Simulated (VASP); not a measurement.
# ScPb (P6/mmm) in VASP: notebook

The runs below take ScPb through single point, with PBE.

Program: VASP 6.6.1. These are calculated values, not measurements. Logs are shortened: lines on timing, memory, paths and dates and some standing lists are left out, and cuts for length are marked.

**1. The cell of the first run**

Symmetry: P6/mmm, No. 191, hexagonal system. Conventional cell: a = 3.002 Å, b = 3.002 Å, c = 7.078 Å, α = 90.00°, β = 90.00°, γ = 120.00°. Within 4.0 Å of Sc (site symmetry 6/mmm) lie 6 Sc at 3.00 Å and 2 Pb at 3.54 Å. Pb (site symmetry 6/mmm) has 6 Pb at 3.00 Å and 2 Sc at 3.54 Å within 4.0 Å.

**2. Single point, PBE, non-collinear spin, zero start, spin-orbit coupling**

Input file INCAR:

```
SYSTEM = ScPb
  PREC = Accurate
  ENCUT = 520
  EDIFF = 1E-6
  ISMEAR = 1
  SIGMA = 0.05
  LREAL = .FALSE.
  LASPH = .TRUE.
  NELM = 150
  ALGO = Fast
  ISIF = 2
  LWAVE = .FALSE.
  LCHARG = .FALSE.
  MAGMOM = 0 0 0 0 0 0
  LORBIT = 11
  LSORBIT = .TRUE.
  GGA_COMPAT = .FALSE.
  LORBMOM = .TRUE.
  LMAXMIX = 4
  GGA = PE
  NBANDS = 37
```

Input file KPOINTS:

```
Automatic mesh
0
G
  7 7 3
  0 0 0
```

Input file POSCAR:

```
ScPb
1.0
    3.0020731400      0.0000000000      0.0000000000
   -1.5010365700      2.5998716000      0.0000000000
    0.0000000000      0.0000000000      7.0781370800
Sc Pb
1 1
Direct
    0.0000000000      0.0000000000      0.5000000000
    0.0000000000      0.0000000000      0.0000000000
```

Potentials or basis: VASP PAW PBE potentials, release 64 (Sc_sv, Pb_d).

The run is started by

```bash
> cat potpaw_PBE.64/Sc_sv/POTCAR potpaw_PBE.64/Pb_d/POTCAR > POTCAR
> mpirun -np 1 vasp_ncl > vasp.out
```

OUTCAR:

```text
SYSTEM = ScPb
   PREC = Accurate
   ENCUT = 520
   EDIFF = 1E-6
   ISMEAR = 1
   LREAL = .FALSE.
   LASPH = .TRUE.
   NELM = 150
   ISIF = 2
   LORBIT = 11
   LSORBIT = .TRUE.
   GGA = PE

 ion  position               nearest neighbor table
   1  0.000  0.000  0.500-   2 3.54   2 3.54
   2  0.000  0.000  0.000-   1 3.54   1 3.54

  LATTYP: Found a hexagonal cell.
 ALAT       =     3.0020731400
 C/A-ratio  =     2.3577497116

  Lattice vectors:

 A1 = (   3.0020731400,   0.0000000000,   0.0000000000)
 A2 = (  -1.5010365700,   2.5998716000,   0.0000000000)
 A3 = (   0.0000000000,   0.0000000000,   7.0781370800)

Analysis of symmetry for initial positions (statically):
=====================================================================
 Subroutine PRICEL returns:
 Original cell was already a primitive cell.

 Routine SETGRP: Setting up the symmetry group for a
 hexagonal supercell.

 Subroutine GETGRP returns: Found 24 space group operations
 (whereof 24 operations were pure point group operations)
 out of a pool of 24 trial point group operations.

The static configuration has the point symmetry D_6h.

Analysis of symmetry for dynamics (positions and initial velocities):
=====================================================================
 Subroutine PRICEL returns:
 Original cell was already a primitive cell.

 Routine SETGRP: Setting up the symmetry group for a
 hexagonal supercell.

 Subroutine GETGRP returns: Found 24 space group operations
 (whereof 24 operations were pure point group operations)
 out of a pool of 24 trial point group operations.

The dynamic configuration has the point symmetry D_6h.

Analysis of structural, dynamic, and magnetic symmetry:
=====================================================================
 Subroutine PRICEL returns:
 Original cell was already a primitive cell.

 Routine SETGRP: Setting up the symmetry group for a
 hexagonal supercell.

 Subroutine GETGRP returns: Found 24 space group operations
 (whereof 24 operations were pure point group operations)
 out of a pool of 24 trial point group operations.

The overall configuration has the point symmetry D_6h.

 Subroutine INISYM returns: Found 24 space group operations
 (whereof 24 operations are pure point group operations),
 and found     1 'primitive' translations

----------------------------------------------------------------------------------------

                                     Primitive cell

  volume of cell :      55.2449

  direct lattice vectors                    reciprocal lattice vectors
     3.002073140  0.000000000  0.000000000     0.333103144  0.192317190  0.000000000
    -1.501036570  2.599871600  0.000000000     0.000000000  0.384634380  0.000000000
     0.000000000  0.000000000  7.078137080     0.000000000  0.000000000  0.141280112

  length of vectors
     3.002073140  3.002073137  7.078137080     0.384634379  0.384634380  0.141280112

  position of ions in fractional coordinates (direct lattice)
     0.000000000  0.000000000  0.500000000
     0.000000000  0.000000000  0.000000000

  ion indices of the primitive-cell ions
   primitive index   ion index
                 1           1
                 2           2

----------------------------------------------------------------------------------------

 KPOINTS: Automatic mesh

Automatic generation of k-mesh.
 Grid dimensions read from file:
 generate k-points for:    7    7    3

 Generating k-lattice:

  Cartesian coordinates                     Fractional coordinates (reciprocal lattice)
     0.047586163  0.027473884  0.000000000     0.142857143 -0.000000000  0.000000000
     0.000000000  0.054947769  0.000000000     0.000000000  0.142857143  0.000000000
     0.000000000  0.000000000  0.047093371     0.000000000  0.000000000  0.333333333

  Length of vectors
     0.054947768  0.054947769  0.047093371

  Shift w.r.t. Gamma in fractional coordinates (k-lattice)
     0.000000000  0.000000000  0.000000000

 Subroutine IBZKPT returns following result:
 ===========================================

 Found     16 irreducible k-points:

 Following reciprocal coordinates:
            Coordinates               Weight
  0.000000  0.000000  0.000000      1.000000
  0.142857  0.000000  0.000000      6.000000
  0.285714  0.000000  0.000000      6.000000
  0.428571  0.000000  0.000000      6.000000
  0.142857  0.142857  0.000000      6.000000
  0.285714  0.142857  0.000000     12.000000
[... 8 lines left out ...]
  0.428571  0.142857  0.333333     12.000000
  0.285714  0.285714  0.333333     12.000000
   k-points           NKPTS =     16   k-points in BZ     NKDIM =     16   number of bands    NBANDS=     37
[... 28 lines left out ...]
   NELECT =      25.0000    total number of electrons
   NUPDOWN=      -1.0000    fix difference up-down
   EMIN   =  10.00;   EMAX   =-10.00  energy-range for DOS
   EFERMI =   0.00;   METHOD = LEGACY
   ISMEAR =     1;   SIGMA  =   0.05  broadening in eV -4-tet -1-fermi 0-gaus
   EFERMI_NEDOS =   21; number of points for ismear=-14 and -15
   IALGO  =     68    algorithm
   IMIX   =      4    mixing-type and parameters
     AMIX     =   0.40;   BMIX     =  1.00
     AMIX_MAG =   1.60;   BMIX_MAG =  1.00
  volume/ion in A,a.u.               =      27.62       186.41
  Fermi-wavevector in a.u.,A,eV,Ry     =   1.256871  2.375142 21.493468  1.579725
  Thomas-Fermi vector in A             =   2.390558
   LORBIT       =     11    0 simple, 1 ext, 2 COOP (PROOUT), +10 PAW based schemes
   GGA     = PE    functional components
   LHFCALC =     F    Hartree Fock is set to
   AEXX    =    0.0000 exact exchange contribution
   IVDW    =     0    specifies the selected vdW correction
   LEPSILON=     F    determine dielectric tensor
   LRPA    =     F    only Hartree local field effects (RPA)
 RMM-DIIS sequential band-by-band and
 Methfessel and Paxton  Order N= 1 SIGMA  =   0.05
  energy-cutoff  :      520.00
  volume of cell :       55.24
 maximum number of plane-waves:      3030
 NGX is ok and might be reduce to    24
   NGX = 11   NGY = 11   NGZ = 27

 number of electron      25.0000000 magnetization       0.0000000      0.0000000      0.0000000

 number of electron      25.0000000 magnetization       0.0000000     -0.0000000      0.0000000

 number of electron      25.0000000 magnetization      -0.0000000     -0.0000000     -0.0000000

 number of electron      25.0000000 magnetization      -0.0000000     -0.0000000      0.0000000

 Free energy of the ion-electron system (eV)
  ---------------------------------------------------
  ext. energy  EPLUGINS =         0.00000000
  ---------------------------------------------------
  free energy    TOTEN  =        -8.97362878 eV

  energy without entropy =       -8.97174036  energy(sigma->0) =       -8.97299931

 E-fermi :   5.7422     XC(G=0):  -9.8910

 val. band max:        5.7305992751   @ k =   0.2857   0.2857   0.3333
 cond. band min:       5.7452442836   @ k =   0.4286   0.1429   0.3333
 fundamental gap:      0.0146450084
 Fermi energy:         5.7421953710

 k-point     1 :       0.0000    0.0000    0.0000
  band No.  band energies     occupation
      1     -43.9147      1.00000
      2     -43.9147      1.00000
      3     -22.7960      1.00000
      4     -22.7960      1.00000
      5     -22.2043      1.00000
      6     -22.2043      1.00000
[... 629 lines left out ...]
     36       9.8042      0.00000
     37      11.2988      0.00000

------------------------ aborting loop because EDIFF is reached ----------------------------------------

  FORCE on cell =-STRESS in cart. coord.  units (eV):
  Direction    XX          YY          ZZ          XY          YZ          ZX
  --------------------------------------------------------------------------------------
  -------------------------------------------------------------------------------------
  Total        6.7271465      6.7271465     -3.0941249      0.0000000      0.0000000      0.0000000
  in kB      195.0964343    195.0964338    -89.7338454      0.0000000      0.0000000      0.0000000
  external PRESSURE =     100.1530076 kB  Pullay stress =       0.0000000 kB

 VOLUME and BASIS-vectors are now :
 -----------------------------------------------------------------------------
  energy-cutoff  :      520.00
  volume of cell :       55.24
      direct lattice vectors                 reciprocal lattice vectors
     3.002073140  0.000000000  0.000000000     0.333103144  0.192317190  0.000000000
    -1.501036570  2.599871600  0.000000000     0.000000000  0.384634380  0.000000000
     0.000000000  0.000000000  7.078137080     0.000000000  0.000000000  0.141280112

 POSITION                                       TOTAL-FORCE (eV/Angst)
 -----------------------------------------------------------------------------------
      0.00000      0.00000      3.53907        -0.000000      0.000000      0.000000
      0.00000      0.00000      0.00000         0.000000      0.000000      0.000000
 -----------------------------------------------------------------------------------
    total drift:                                0.000000      0.000000      0.000000

  FREE ENERGIE OF THE ION-ELECTRON SYSTEM (eV)
  ---------------------------------------------------
  free  energy   TOTEN  =        -8.9736287827 eV

  energy  without entropy=       -8.9717403561  energy(sigma->0) =       -8.97299931

 orbital moment (x)

 # of ion     p       d       tot
 ----------------------------------------
  1        -0.000   0.000   0.000
  2         0.000  -0.000   0.000
 ----------------------------------------
           -0.000   0.000   0.000

 orbital moment (y)

 # of ion     p       d       tot
 ----------------------------------------
  1        -0.000  -0.000  -0.000
  2        -0.000  -0.000  -0.000
 ----------------------------------------
           -0.000  -0.000  -0.000

 orbital moment (z)

 # of ion     p       d       tot
 ----------------------------------------
  1         0.000   0.000   0.000
  2         0.000   0.000   0.000
 ----------------------------------------
            0.000   0.000   0.000

 Spin-Orbit-Coupling matrix elements

 Ion:    1  E_soc:     -0.0075078
 l=   1
     0.0000000    -0.0012968    -0.0010070
    -0.0012968     0.0000000    -0.0012968
    -0.0010070    -0.0012968     0.0000000
 l=   2
     0.0000000     0.0000304     0.0000000     0.0000304    -0.0000860
     0.0000304     0.0000000    -0.0001050     0.0000212     0.0000304
     0.0000000    -0.0001050     0.0000000    -0.0001050     0.0000000
     0.0000304     0.0000212    -0.0001050     0.0000000     0.0000304
    -0.0000860     0.0000304     0.0000000     0.0000304     0.0000000
 l=   3
     0.0000000     0.0000000     0.0000000     0.0000000     0.0000000     0.0000000     0.0000000
     0.0000000     0.0000000     0.0000000     0.0000000     0.0000000     0.0000000     0.0000000
     0.0000000     0.0000000     0.0000000     0.0000000     0.0000000     0.0000000     0.0000000
     0.0000000     0.0000000     0.0000000     0.0000000     0.0000000     0.0000000     0.0000000
     0.0000000     0.0000000     0.0000000     0.0000000     0.0000000     0.0000000     0.0000000
     0.0000000     0.0000000     0.0000000     0.0000000     0.0000000     0.0000000     0.0000000
     0.0000000     0.0000000     0.0000000     0.0000000     0.0000000     0.0000000     0.0000000

 Ion:    2  E_soc:     -1.1900381
 l=   1
     0.0000000    -0.1326089    -0.1279973
    -0.1326089     0.0000000    -0.1326089
    -0.1279973    -0.1326089     0.0000000
 l=   2
     0.0000000    -0.0133432     0.0000000    -0.0133432    -0.0536279
    -0.0133432     0.0000000    -0.0405905    -0.0136222    -0.0133432
     0.0000000    -0.0405905     0.0000000    -0.0405905     0.0000000
    -0.0133432    -0.0136222    -0.0405905     0.0000000    -0.0133432
    -0.0536279    -0.0133432     0.0000000    -0.0133432     0.0000000
 l=   3
     0.0000000     0.0000000     0.0000000     0.0000000     0.0000000     0.0000000     0.0000000
     0.0000000     0.0000000     0.0000000     0.0000000     0.0000000     0.0000000     0.0000000
     0.0000000     0.0000000     0.0000000     0.0000000     0.0000000     0.0000000     0.0000000
     0.0000000     0.0000000     0.0000000     0.0000000     0.0000000     0.0000000     0.0000000
     0.0000000     0.0000000     0.0000000     0.0000000     0.0000000     0.0000000     0.0000000
     0.0000000     0.0000000     0.0000000     0.0000000     0.0000000     0.0000000     0.0000000
     0.0000000     0.0000000     0.0000000     0.0000000     0.0000000     0.0000000     0.0000000

 total charge

# of ion       s       p       d       tot
------------------------------------------
    1        2.306   6.056   1.120   9.482
    2        1.386   0.919   9.830  12.135
--------------------------------------------------
tot          3.693   6.975  10.950  21.618

 magnetization (x)

# of ion       s       p       d       tot
------------------------------------------
    1       -0.000  -0.000  -0.000  -0.000
    2       -0.000  -0.000   0.000  -0.000
--------------------------------------------------
tot         -0.000  -0.000  -0.000  -0.000

 magnetization (y)

# of ion       s       p       d       tot
------------------------------------------
    1        0.000   0.000  -0.000  -0.000
    2       -0.000   0.000   0.000  -0.000
--------------------------------------------------
tot         -0.000   0.000  -0.000  -0.000

 magnetization (z)

# of ion       s       p       d       tot
------------------------------------------
    1        0.000  -0.000   0.000   0.000
    2        0.000  -0.000   0.000   0.000
--------------------------------------------------
tot          0.000  -0.000   0.000   0.000
```

It took 72 s on 1 thread of Intel Xeon 6975P-C (Granite Rapids), shared host; peak memory 0.31 GiB.

Results:

```yaml
Free_energy: -8.9736 eV
Pressure: 10.0 GPa
Net_moment: 0.00 μB per cell
Valence_electrons_inside_the_program's_atomic_spheres: Sc 9.48; Pb 12.13
```

Moments on the atoms (μB; x, y, z):
```
Sc  0.00 0.00 0.00
Pb  0.00 0.00 0.00
```

Caveat: the stress differs along the axes, from -9 to 20 GPa.

**3. Single point, PBE, non-collinear spin, zero start, spin-orbit coupling**

Input file INCAR:

```
PREC = Accurate ; ENCUT = 520
EDIFF = 1E-6 ; ISMEAR = 1
SIGMA = 0.05 ; LREAL = False
LASPH = True ; NELM = 150
ALGO = Normal ; ISIF = 2
LWAVE = False ; LCHARG = False
MAGMOM = 0 0 0 0 0 0 ; LORBIT = 11
LSORBIT = True ; GGA_COMPAT = False
LORBMOM = True ; LMAXMIX = 4
GGA = PE ; NBANDS = 37
```

Input file KPOINTS:

```
regular mesh
0
Gamma
  9 9 4
```

POSCAR is that of step 2.

Potentials or basis: VASP PAW PBE potentials, release 64 (Sc_sv, Pb_d).

The run is started by

```bash
> cat potpaw_PBE.64/Sc_sv/POTCAR potpaw_PBE.64/Pb_d/POTCAR > POTCAR
> mpirun -np 1 vasp_ncl > vasp.out
```

It took 89 s on 1 thread of Intel Xeon 6975P-C (Granite Rapids), shared host; peak memory 0.36 GiB.

The run converged. Its results:

| Property | Result |
| --- | --- |
| Free energy | -8.9913 eV |
| Pressure | 9.6 GPa |
| Net moment | 0.00 μB per cell |
| Valence electrons inside the program's atomic spheres | Sc 9.49; Pb 12.13 |

Stress tensor (GPa, compression positive):
```
18.53  0.00  0.00
 0.00 18.53  0.00
 0.00  0.00 -8.31
```

Moments on the atoms (μB; x, y, z):
```
Sc  0.00 0.00 0.00
Pb  0.00 0.00 0.00
```

Caveat: the stress differs along the axes, from -8 to 19 GPa.

[end of part 1 of 2]
